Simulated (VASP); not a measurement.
## Be3ZnSe: relaxation of cell and atoms with PBE

Crystal: Be3ZnSe.

```
Be Zn Se
1.0
     3.60464   -0.04747   -0.00259
    -1.84343    3.17193    0.05500
    -0.00846    0.20272   11.94554
Be Zn Se
6 2 2
Direct
  0.31832 0.61348 0.09133
  0.34267 0.73290 0.47438
  0.30631 0.67101 0.68731
  0.68216 0.36353 0.36025
  0.65898 0.32995 0.73164
  0.02412 0.93051 0.65233
  0.63721 0.29256 0.53990
  0.97743 0.98306 0.80431
  0.35734 0.72740 0.27862
  0.02879 0.02228 0.05194
```

```yaml
Program: VASP 6.6.1
Task: relaxation of cell and atoms
Functional: PBE
Potentials_or_basis: VASP PAW PBE potentials, release 64 (Be, Zn, Se)
Cutoff: 600 eV
k_mesh: 6 × 6 × 2
Occupations: gaussian, width 0.2 eV
Spin: no spin polarisation
Dipole_correction: no
Further_INCAR_settings: ALGO = Normal; EDIFF = 1e-06; IBRION = 2; EDIFFG = -0.025; NSW = 80; ISIF = 3
```

```json
{
 "Relaxed volume": "13.94 Å³/atom",
 "Relaxed cell": "a = 3.668 Å, b = 3.667 Å, c = 11.964 Å, α = 90.02°, β = 89.97°, γ = 120.00°",
 "Space group after relaxing (to 0.1 Å)": "P3m1 (No. 156)",
 "Energy gained by relaxing": "247.3 meV/atom",
 "Ionic steps": "24",
 "Pressure after relaxing": "0.0 GPa",
 "Largest force after relaxing": "0.012 eV/Å",
 "Band gap on the k mesh": "zero (bands 24 and 25 overlap by 2.20 eV)"
}
```

Forces on the atoms (eV/Å):
```
Be  -0.002  0.002 -0.001
Be   0.000  0.006 -0.009
Be   0.009  0.001 -0.006
Be   0.002 -0.006  0.008
Be  -0.004  0.000  0.003
Be  -0.001  0.005  0.000
Zn  -0.002  0.006  0.003
Zn   0.001  0.001 -0.001
Se  -0.005 -0.005 -0.002
Se   0.001 -0.011  0.005
```

The path:
| step | energy change (eV) | largest force (eV/Å) | pressure (GPa) | volume (Å³) |
| --- | --- | --- | --- | --- |
| 1 | 0.0000 | 5.2878 | 9.42 | 135.50 |
| 2 | -1.9472 | 0.8247 | -4.85 | 151.69 |
| 3 | -2.0295 | 0.8373 | -3.13 | 148.08 |
| 4 | -2.2529 | 0.6520 | -1.15 | 142.94 |
| 5 | -2.3232 | 0.6339 | 1.08 | 138.50 |
| 6 | -2.4024 | 0.3989 | 0.50 | 138.72 |
| 7 | -2.4178 | 0.2889 | 0.24 | 138.87 |
| 8 | -2.4407 | 0.1806 | -0.03 | 139.45 |
| 9 | -2.4469 | 0.1860 | -0.29 | 139.97 |
| 10 | -2.4581 | 0.1030 | -0.09 | 139.52 |
| 11 | -2.4595 | 0.1025 | 0.10 | 139.31 |
| 12 | -2.4631 | 0.0749 | -0.06 | 139.47 |
| 13 | -2.4637 | 0.0830 | -0.14 | 139.57 |
| 14 | -2.4659 | 0.0681 | 0.03 | 139.21 |
| 15 | -2.4662 | 0.0684 | 0.18 | 139.00 |
| 16 | -2.4678 | 0.0606 | 0.07 | 139.15 |
| 17 | -2.4691 | 0.0802 | -0.10 | 139.46 |
| 18 | -2.4708 | 0.0484 | 0.00 | 139.31 |
| 19 | -2.4710 | 0.0640 | 0.03 | 139.26 |
| 20 | -2.4721 | 0.0350 | 0.00 | 139.31 |
| 21 | -2.4722 | 0.0448 | -0.02 | 139.32 |
| 22 | -2.4727 | 0.0281 | 0.01 | 139.28 |
| 23 | -2.4727 | 0.0314 | 0.03 | 139.28 |
| 24 | -2.4729 | 0.0119 | -0.04 | 139.37 |

Final structure:
```xyz
10
Lattice="3.6682 0.0001 0.0008 -1.8336 3.1757 -0.0005 0.0040 -0.0006 11.9639" Properties=species:S:1:pos:R:3 pbc="T T T"
Be    0.0024    2.1255    1.0585
Be    0.0018    2.1058    5.7587
Be    0.0003    2.1113    8.2129
Be    1.8382    1.0683    4.2860
Be    1.8354    1.0543    8.7563
Be    1.8357    3.1688    7.6159
Zn    1.8359    1.0498    6.5587
Zn    1.8356    3.1724    9.8682
Se    0.0051    2.1286    3.3917
Se    0.0017    0.0087    0.3900
```

Levels at points of the mesh, in eV from the Fermi level:
| k point | band 20 | band 21 | band 22 | band 23 | band 24 | band 25 | band 26 | band 27 | band 28 | band 29 |
| --- | --- | --- | --- | --- | --- | --- | --- | --- | --- | --- |
| (0.00, 0.00, 0.00) | -2.39 | -2.39 | 1.16 | 1.17 | 1.36 | 1.37 | 1.66 | 2.13 | 2.54 | 2.88 |
| (0.50, 0.00, 0.00) | -4.24 | -3.62 | -3.38 | -2.35 | -1.27 | 0.80 | 1.25 | 1.59 | 2.02 | 2.54 |
| (0.00, 0.50, 0.00) | -4.22 | -3.62 | -3.39 | -2.36 | -1.27 | 0.82 | 1.24 | 1.58 | 2.02 | 2.53 |
| (0.50, 0.50, 0.00) | -4.23 | -3.62 | -3.39 | -2.36 | -1.27 | 0.81 | 1.25 | 1.58 | 2.02 | 2.53 |
| (0.00, 0.00, 0.50) | -2.38 | -1.57 | 0.37 | 1.15 | 1.17 | 1.35 | 1.36 | 1.99 | 2.60 | 2.96 |
| (0.50, 0.00, 0.50) | -3.67 | -3.57 | -3.38 | -2.31 | -1.66 | 0.55 | 1.16 | 1.86 | 2.05 | 2.64 |
| (0.00, 0.50, 0.50) | -3.67 | -3.58 | -3.39 | -2.31 | -1.66 | 0.57 | 1.15 | 1.86 | 2.04 | 2.64 |
| (0.50, 0.50, 0.50) | -3.67 | -3.57 | -3.38 | -2.31 | -1.66 | 0.55 | 1.15 | 1.86 | 2.05 | 2.64 |

Wall time 22 min on 1 thread of Intel(R) Xeon(R) 6975P-C (Granite Rapids) (shared host), peak memory 0.42 GiB.
